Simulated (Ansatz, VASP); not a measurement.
# CdTe in VASP and in Ansatz

```
Cd Te
1.0
     0.00000    3.14000    3.20280
     3.14000    0.00000    3.20280
     3.14000    3.14000    0.00000
Cd Te
1 1
Direct
  0.00000 0.00000 0.00000
  0.25000 0.25000 0.25000
```

Change from the starting cell: z stretched by +2 %, ions relaxed.

Alike in both runs: functional PBE; k mesh 12 × 12 × 12; occupations fermi-dirac, width 0.02 eV; no spin polarisation.

Ansatz relaxed the structure, and its values are those at the end. VASP's run is a single point on that final structure, the one shown.

```csv
,VASP,Ansatz
version,VASP 6.6.1,Ansatz 0.2.0
potentials or method,"VASP PAW PBE potentials, release 64 (Cd, Te)","plane-wave PAW, scalar-relativistic"
plane-wave cutoff (eV),520,420
valence electrons in the cell,18,36
```

```csv
,VASP,Ansatz,Ansatz less VASP
gap on the k mesh at the Fermi level (eV),0.98,0.98,-0.002
pressure (GPa),6.9,6.7,-0.18
```

The functional is the same, so the differences come from potentials, cutoffs and numerics. VASP's potentials hold 18 valence electrons a cell and Ansatz's 36, so a difference there can come from the potentials and not from the codes. Ansatz's warnings: stress scf threshold loose.

Neither program's run includes spin-orbit coupling.
